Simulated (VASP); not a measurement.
A run of VASP 6.6.1 is set up as follows.

INCAR

```
SYSTEM = As
ALGO = Normal
EDIFF = 1E-7
ENCUT = 520
GGA = PE
ISIF = 2
ISMEAR = -1
LASPH = .TRUE.
LCHARG = .TRUE.
LELF = .TRUE.
LREAL = .FALSE.
LVHAR = .TRUE.
LWAVE = .FALSE.
NBANDS = 14
NELM = 80
PREC = Accurate
SIGMA = 0.08
```

KPOINTS

```
k-points
0
G
  10 10 13
  0 0 0
```

The input POSCAR:

```
As
1.0
    3.8780468031      0.0000000000      0.0000000000
   -1.9390234015      3.3584870485      0.0000000000
    0.0000000000      0.0000000000      2.2867343530
As
3
Direct
    0.0000000000      0.0000000000      0.0000000000
    0.3333333333      0.6666666667      0.5000000000
    0.6666666667      0.3333333333      0.5000000000
```

Potentials or basis: VASP PAW PBE potentials, release 64 (As).

Run with:

```console
$ cat potpaw_PBE.64/As/POTCAR > POTCAR
$ mpirun -np 1 vasp_std > vasp.out
```

(1) Estimate the pressure.

## Answers

(1) 227.7 GPa.
